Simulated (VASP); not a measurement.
Input of a VASP 6.6.1 run:

File INCAR:

```
PREC     = Accurate       # precision mode
ENCUT    = 520            # plane-wave cutoff, eV
EDIFF    = 1E-6           # SCF threshold, eV
ISMEAR   = -1             # smearing method
SIGMA    = 0.1            # smearing width, eV
LREAL    = F              # projectors in reciprocal space
LASPH    = T              # aspherical terms in the spheres
NELM     = 150            # most SCF steps
ALGO     = Normal         # electronic algorithm
ISIF     = 2              # what is computed and relaxed
LWAVE    = F              # write WAVECAR
LCHARG   = F              # write CHGCAR
ISPIN    = 2              # spin polarisation
MAGMOM   = 2 2            # initial moments
LORBIT   = 11             # projections on sites
LMAXMIX  = 4              # l up to which the mixer works
GGA      = PE             # functional
ISYM     = 0            
NBANDS   = 21             # bands
```

KPOINTS

```
regular mesh
0
Gamma
  9 12 15
```

The input POSCAR:

```
Ni
1.0
   -1.7905000000     -1.7905000000     -3.5810000000
    1.7905000000     -1.7905000000      0.0000000000
   -1.7905000000     -1.7905000000      0.0000000000
Ni
2
Direct
    0.0000000000      0.0000000000      0.0000000000
    0.5000000000      0.5000000000      0.0000000000
```

Potentials or basis: VASP PAW PBE potentials, release 64 (Ni).

Run with:

```console
$ cat potpaw_PBE.64/Ni/POTCAR > POTCAR
$ mpirun -np 1 vasp_std > vasp.out
```

**Question.** Predict the net moment.

**Answer.** 1.27 μB per cell.

**Question.** What does it give for the site moments?

**Answer.** Ni +0.65 μB.

Stress tensor (GPa, compression positive):
```
-8.75 -0.06  0.00
-0.06 -8.75  0.00
 0.00  0.00 -8.87
```

Caveat: the cell stands under tension.
